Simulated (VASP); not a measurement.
Wanted: the native input for a VASP 6.6.1 run.

| Quantity | Value |
| --- | --- |
| Task | relaxation of cell and atoms |
| Functional | PBE |
| Potentials or basis | VASP PAW PBE potentials, release 64 (In_d, P) |
| Cutoff | 600 eV |
| k mesh | 14 × 14 × 14 |
| Occupations | gaussian, width 0.1 eV |
| Spin | no spin polarisation |
| Dipole correction | no |
| Further INCAR settings | ALGO = Normal; EDIFF = 1e-07; IBRION = 2; EDIFFG = -0.005; NSW = 100; ISIF = 3 |

The structure of InP lies in POSCAR:

```
InP
1.0
    0.0000000000      2.7684979575      2.7684979575
    2.7684979575      0.0000000000      2.7684979575
    2.7684979575      2.7684979575      0.0000000000
In P
1 1
Direct
    0.0000000000      0.0000000000      0.0000000000
    0.5000000000      0.5000000000      0.5000000000
```

One way to write it, as run:

INCAR

```
SYSTEM = InP
PREC = Accurate ; ENCUT = 600
EDIFF = 1E-7 ; ISMEAR = 0
SIGMA = 0.1 ; LREAL = .False.
LASPH = .True. ; NELM = 80
ALGO = Normal ; ISIF = 3
LWAVE = .False. ; LCHARG = .False.
GGA = PE ; IBRION = 2
NSW = 100 ; EDIFFG = -0.005
```

KPOINTS

```
Automatic mesh
0
Gamma
  14 14 14
  0 0 0
```

Potentials or basis: VASP PAW PBE potentials, release 64 (In_d, P).

The run is started by

```console
$ cat potpaw_PBE.64/In_d/POTCAR potpaw_PBE.64/P/POTCAR > POTCAR
$ mpirun -np 1 vasp_std > vasp.out
```

It gave:

| Quantity | Value |
| --- | --- |
| Relaxed volume | 21.26 Å³/atom |
| Relaxed cell | a = 3.918 Å, b = 3.918 Å, c = 3.918 Å, α = 60.00°, β = 60.00°, γ = 60.00° |
| Space group after relaxing (to 0.05 Å) | Fm-3m (No. 225) |
| Energy gained by relaxing | 0.0 meV/atom |
| Ionic steps | 3 |
| Pressure after relaxing | 0.0 GPa |
| Band gap on the k mesh | zero (band 9 reaches 7.32 eV, above the bottom of band 10 at 4.69 eV) |

Caveat: spin-orbit coupling is left out, which moves the levels of the heavy elements.

Run time: 50 s on 1 thread of Intel(R) Xeon(R) 6975P-C (Granite Rapids), on a shared host, peak memory 0.23 GiB.
